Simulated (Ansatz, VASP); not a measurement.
# Two plane-wave programs on PtS2

```
Pt S
1.0
     3.54320    0.00000    0.00000
    -1.77160    3.06850    0.00000
     0.00000    0.00000    5.03880
Pt S
1 2
Direct
  0.99793 0.97514 0.98996
  0.32895 0.64757 0.23313
  0.66542 0.31318 0.74551
```

Alike in both runs: task single point; functional r2SCAN; k mesh 6 × 6 × 4; occupations fermi-dirac, width 0.1 eV; no spin polarisation.

```csv
,VASP,Ansatz
version,VASP 6.6.1,Ansatz 0.2.0
potentials or method,"VASP PAW PBE potentials, release 64 (Pt, S)","plane waves, PAW"
plane-wave cutoff (eV),520,500
valence electrons in the cell,22,30
```

|  | VASP | Ansatz | Ansatz less VASP |
| --- | --- | --- | --- |
| rms of the force components (eV/Å) | 0.152 | 0.151 | -0.0005 |

VASP's potentials were made for PBE, not for r2SCAN. Atom by atom the forces differ by 0.002 eV/Å (rms over components). VASP's potentials hold 22 valence electrons a cell and Ansatz's 30, so a difference there can come from the potentials and not from the codes.

Neither program's run includes spin-orbit coupling.
